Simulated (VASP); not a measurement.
Wanted: the native input for a VASP 6.6.1 run.

```
Task                   : single point
Functional             : r2SCAN
Potentials or basis    : VASP PAW PBE potentials, release 64 (Na_pv, Cl)
Cutoff                 : 520 eV
k mesh                 : 10 × 10 × 10
Occupations            : fermi-dirac, width 0.02 eV
Spin                   : no spin polarisation
Dipole correction      : no
Further INCAR settings : ALGO = Normal; EDIFF = 1e-07; NBANDS = 14
```

The system is NaCl.

```
Na Cl
1.0
     0.00000    2.85878    2.85878
     2.85878    0.00000    2.85878
     2.85878    2.85878    0.00000
Na Cl
1 1
Direct
  0.00000 0.00000 0.00000
  0.50000 0.50000 0.50000
```

These files were run (other wordings do the same):

POSCAR

```
NaCl
1.0
    0.0000000000      2.8587771700      2.8587771700
    2.8587771700      0.0000000000      2.8587771700
    2.8587771700      2.8587771700      0.0000000000
Na Cl
1 1
Direct
    0.0000000000      0.0000000000      0.0000000000
    0.5000000000      0.5000000000      0.5000000000
```

INCAR.step1

```
SYSTEM = NaCl
ALGO     = Normal         ! electronic algorithm
EDIFF    = 1E-4           ! SCF threshold, eV
ENCUT    = 520            ! plane-wave cutoff, eV
GGA      = PE             ! functional
ISMEAR   = -1             ! smearing method
LASPH    = .TRUE.         ! aspherical terms in the spheres
LCHARG   = .FALSE.        ! write CHGCAR
LREAL    = .FALSE.        ! projectors in reciprocal space
LWAVE    = .TRUE.         ! write WAVECAR
NBANDS   = 14             ! bands
NELM     = 80             ! most SCF steps
PREC     = Accurate       ! precision mode
SIGMA    = 0.02           ! smearing width, eV
```

INCAR.step2

```
SYSTEM = NaCl
ALGO     = Normal         ! electronic algorithm
EDIFF    = 1E-7           ! SCF threshold, eV
ENCUT    = 520            ! plane-wave cutoff, eV
ISIF     = 2              ! what is computed and relaxed
ISMEAR   = -1             ! smearing method
ISTART   = 1            
LASPH    = .TRUE.         ! aspherical terms in the spheres
LCHARG   = .FALSE.        ! write CHGCAR
LMIXTAU  = .TRUE.       
LREAL    = .FALSE.        ! projectors in reciprocal space
LWAVE    = .FALSE.        ! write WAVECAR
METAGGA  = R2SCAN         ! meta-GGA
NBANDS   = 14             ! bands
NELM     = 80             ! most SCF steps
PREC     = Accurate       ! precision mode
SIGMA    = 0.02           ! smearing width, eV
```

KPOINTS

```
k-points
0
G
  10 10 10
  0 0 0
```

Potentials or basis: VASP PAW PBE potentials, release 64 (Na_pv, Cl).

The run is started by

```console
$ cat potpaw_PBE.64/Na_pv/POTCAR potpaw_PBE.64/Cl/POTCAR > POTCAR
$ cp INCAR.step1 INCAR
$ mpirun -np 1 vasp_std > vasp.out
$ cp INCAR.step2 INCAR
$ mpirun -np 1 vasp_std > vasp.out
```

Results of the run:

| Property | Result |
| --- | --- |
| Pressure | -1.6 GPa |
| Band gap on the k mesh | 5.76 eV |

Caveat: the PAW data sets were made with another functional, which shifts forces and pressure a little.

Run time: 70 s on 1 thread of Intel(R) Xeon(R) 6975P-C (Granite Rapids) (shared host), peak memory 0.17 GiB.
